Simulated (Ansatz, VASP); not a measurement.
**One calculation of As, two programs**

Contents of INCAR:

```
PREC     = Accurate       # precision mode
ENCUT    = 520            # plane-wave cutoff, eV
EDIFF    = 1E-7           # SCF threshold, eV
ISMEAR   = -1             # smearing method
SIGMA    = 0.05           # smearing width, eV
LREAL    = F              # projectors in reciprocal space
LASPH    = T              # aspherical terms in the spheres
NELM     = 60             # most SCF steps
ALGO     = Normal         # electronic algorithm
ISIF     = 2              # what is computed and relaxed
LWAVE    = F              # write WAVECAR
LCHARG   = F              # write CHGCAR
GGA      = PS             # functional
NBANDS   = 18             # bands
```

File KPOINTS:

```
Automatic mesh
0
Gamma
  6 6 4
```

POSCAR

```
As
1.0
    1.8250000000     -5.5000000000      0.0000000000
    1.8250000000      5.5000000000      0.0000000000
    0.0000000000      0.0000000000      4.4700000000
As
4
Direct
    0.3900000000      0.6100000000      0.5600000000
    0.8900000000      0.1100000000      0.9400000000
    0.6100000000      0.3900000000      0.4400000000
    0.1100000000      0.8900000000      0.0600000000
```

File input.yaml:

```yaml
crystal:
  lattice:
    - [1.825, -5.5, 0.0]
    - [1.825, 5.5, 0.0]
    - [0.0, 0.0, 4.47]
  atoms:
    - { symbol: As, position: [0.39, 0.61, 0.56] }
    - { symbol: As, position: [0.89, 0.11, 0.94] }
    - { symbol: As, position: [0.61, 0.39, 0.44] }
    - { symbol: As, position: [0.11, 0.89, 0.06] }
kpoints:
  mp_grid: { grid: [6, 6, 4] }
  band_path:
    path:
      - [0.0, 0.0, 0.0]
      - [0.2775258264, 0.2775258264, 0.0]
      - [0.0, 0.5, 0.0]
      - [0.0, 0.5, 0.5]
      - [0.2775258264, 0.2775258264, 0.5]
      - [0.0, 0.0, 0.5]
      - [0.0, 0.0, 0.0]
      - [-0.5, 0.5, 0.0]
    npoints: 12
scf:
  occupations: { method: fermi_dirac, width: 0.05 }
hamiltonian:
  xc: pbesol
  pseudopotentials: { kind: all_electron, lapw: { basis_error: 0.002 } }
output:
  forces: true
  stress: true
  eigenvalues: true
```

Alike in both runs: functional PBEsol; k mesh 6 × 6 × 4; occupations fermi-dirac, width 0.05 eV; no spin polarisation.

|  | VASP | Ansatz |
| --- | --- | --- |
| version | VASP 6.6.1 | Ansatz 0.2.0 |
| potentials or method | VASP PAW PBE potentials, release 64 (As), cutoff 520 eV | all-electron LAPW, scalar-relativistic |
| task | single point | band structure |

Ansatz gave:

```
pressure (GPa)                                                : -0.3
traceless stress, the component that is largest in VASP (GPa) : 1.52
rms of the force components (eV/Å)                            : 0.052
```

Q: Estimate VASP's values.

A: Pressure (GPa): 0.1; traceless stress, the component that is largest in VASP (GPa): 1.50; rms of the force components (eV/Å): 0.047.

VASP's potentials were made for PBE, not for PBEsol. Atom by atom the forces differ by 0.045 eV/Å (rms over components). Ansatz ran all-electron here, and VASP with PAW potentials.

Noted on Ansatz's run: the k mesh is thin for a metal, which can move the energy by tens of meV per atom.
